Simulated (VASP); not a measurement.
Ti2O, 3 atoms in the cell. The structure is trigonal, space group P-3m1 (No. 164). The conventional cell has a = 2.982 Å, b = 2.982 Å, c = 4.771 Å, α = 90.00°, β = 90.00°, γ = 120.00°. Within 3.1 Å of Ti (site symmetry 3m) lie 3 O at 2.13 Å and 12 Ti at 2.85 to 3.03 Å. Within 2.8 Å of O (site symmetry -3m) lie 6 Ti at 2.13 Å.  This cell differs from its parent crystal: equal strain along all axes, cell held: +1.0 %, then relaxed in part.

| Item | Value |
| --- | --- |
| Program | VASP 6.6.1 |
| Task | single point |
| Functional | PBEsol |
| Potentials or basis | VASP PAW PBE potentials, release 64 (Ti_sv, O) |
| Cutoff | 520 eV |
| k mesh | 24 × 24 × 12 |
| Occupations | gaussian, width 0.1 eV |
| Spin | no spin polarisation |
| Dipole correction | no |
| Further INCAR settings | ALGO = Normal; EDIFF = 1e-06; NBANDS = 22 |

Potentials or basis: VASP PAW PBE potentials, release 64 (Ti_sv, O).

Command:

```console
$ cat potpaw_PBE.64/Ti_sv/POTCAR potpaw_PBE.64/O/POTCAR > POTCAR
$ mpirun -np 1 vasp_std > vasp.out
```

Hardware: 1 thread of Intel(R) Xeon(R) Platinum 8259CL CPU @ 2.50GHz (Skylake/Cascade Lake), on a shared host.

Task: Estimate the wall time of this run.

Result: Wall time 5.9 min on 1 thread of Intel(R) Xeon(R) Platinum 8259CL CPU @ 2.50GHz (Skylake/Cascade Lake), with other jobs on the host, peak memory 0.54 GiB. Counts: scf iterations 14, k points 667.
